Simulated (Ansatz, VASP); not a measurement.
## One calculation of Ag, two programs

The input INCAR:

```
SYSTEM = Ag
PREC = Accurate
ENCUT = 400
EDIFF = 1E-8
ISMEAR = -1
SIGMA = 0.05
LREAL = .FALSE.
LASPH = .TRUE.
NELM = 120
ALGO = Normal
ISIF = 2
LWAVE = .FALSE.
LCHARG = .FALSE.
GGA = PE
LEFG = .TRUE.
NBANDS = 12
GGA_COMPAT = .FALSE.
```

Contents of KPOINTS:

```
Automatic mesh
0
G
  15 15 15
  0 0 0
```

POSCAR

```
Ag
1.0
    0.0000000000      2.0022380000      2.0431000000
    2.0022380000      0.0000000000      2.0431000000
    2.0022380000      2.0022380000      0.0000000000
Ag
1
Direct
    0.0000000000      0.0000000000      0.0000000000
```

Input for Ansatz:

```yaml
crystal:
  lattice:
    - [0.0, 2.002238, 2.0431]
    - [2.002238, 0.0, 2.0431]
    - [2.002238, 2.002238, 0.0]
  atoms:
    - { symbol: Ag, position: [0.0, 0.0, 0.0] }
kpoints:
  mp_grid: { grid: [15, 15, 15] }
scf:
  occupations: { method: fermi_dirac, width: 0.05 }
hamiltonian:
  xc: pbe
  pseudopotentials: { kind: all_electron, datasets: crystal }
output:
  forces: true
  stress: true
  eigenvalues: true
  efg: { contact_densities: true }
```

Change from the starting cell: equal xx and yy strain of -2 %, crystal datasets.

Alike in both runs: task electric field gradients; functional PBE; k mesh 15 × 15 × 15; occupations fermi-dirac, width 0.05 eV; no spin polarisation.

|  | VASP | Ansatz |
| --- | --- | --- |
| version | VASP 6.6.1 | Ansatz 0.2.0 |
| potentials or method | VASP PAW PBE potentials, release 64 (Ag), cutoff 400 eV | all-electron PAW with datasets made for the crystal, scalar-relativistic |

```tsv
	VASP	Ansatz	Ansatz less VASP
pressure (GPa)	9.3	9.9	+0.54
traceless stress, the component that is largest in VASP (GPa)	-0.41	-0.44	-0.026
size of Vzz on the site where it differs most (V/Å²)	0.2	0.5	+0.27
```

Ansatz ran all-electron here, and VASP with PAW potentials.
